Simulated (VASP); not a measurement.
Write the native input for VASP 6.6.1 that does the following.

* Task: relaxation of cell and atoms
* Functional: PBE
* Dispersion: D3(BJ)
* Potentials or basis: VASP PAW PBE potentials, release 64 (Si, C)
* Cutoff: 600 eV
* k mesh: 6 × 6 × 4
* Occupations: gaussian, width 0.1 eV
* Spin: no spin polarisation
* Dipole correction: no
* Further INCAR settings: ALGO = Normal; EDIFF = 1e-06; IBRION = 2; EDIFFG = -0.04; NSW = 90; ISIF = 3

The structure of SiC2 lies in POSCAR:

```
SiC2
1.0
    2.8211258000      0.0000000000      0.0000000000
   -1.4105629000      2.4431666100      0.0000000000
    0.0000000000      0.0000000000      4.8512324000
Si C
1 2
Direct
    0.0000000000      0.0000000000      0.0000000000
    0.3333333300      0.6666666700      0.7604702700
    0.6666666700      0.3333333300      0.2395297300
```

The input as run:

INCAR

```
ALGO     = Normal         # electronic algorithm
EDIFF    = 1E-6           # SCF threshold, eV
EDIFFG   = -0.04          # ionic threshold
ENCUT    = 600            # plane-wave cutoff, eV
GGA      = PE             # functional
IBRION   = 2              # ionic algorithm
ISIF     = 3              # what is computed and relaxed
ISMEAR   = 0              # smearing method
IVDW     = 12             # dispersion correction
LASPH    = T              # aspherical terms in the spheres
LCHARG   = F              # write CHGCAR
LREAL    = F              # projectors in reciprocal space
LWAVE    = F              # write WAVECAR
NELM     = 100            # most SCF steps
NSW      = 90             # ionic steps
PREC     = Accurate       # precision mode
SIGMA    = 0.1            # smearing width, eV
```

KPOINTS

```
k-points
0
Gamma
  6 6 4
```

Potentials or basis: VASP PAW PBE potentials, release 64 (Si, C).

Command:

```sh
$ cat potpaw_PBE.64/Si/POTCAR potpaw_PBE.64/C/POTCAR > POTCAR
$ mpirun -np 1 vasp_std > vasp.out
```

Results of the run:

```yaml
Relaxed_volume: 11.78 Å³/atom
Relaxed_cell: a = 2.468 Å, b = 2.468 Å, c = 6.699 Å, α = 90.00°, β = 90.00°, γ = 120.00°
Space_group_after_relaxing_to_0.05_Å: P6/mmm (No. 191)
Energy_gained_by_relaxing: 1995.5 meV/atom
Ionic_steps: 56
Pressure_after_relaxing: -0.1 GPa
Largest_force_after_relaxing: 0.031 eV/Å
Band_gap_on_the_k_mesh: zero (band 6 reaches 6.17 eV, above the bottom of band 7 at 5.73 eV)
Dispersion_energy_per_atom: -0.220 eV
```

Caveat: the k points lie up to 0.49 Å⁻¹ apart in the final cell; pairwise dispersion overbinds metals, which lowers pressure and volume.

It took 4.3 min on 1 thread of Intel(R) Xeon(R) Platinum 8488C (Sapphire Rapids), with other jobs on the host, peak memory 0.18 GiB.
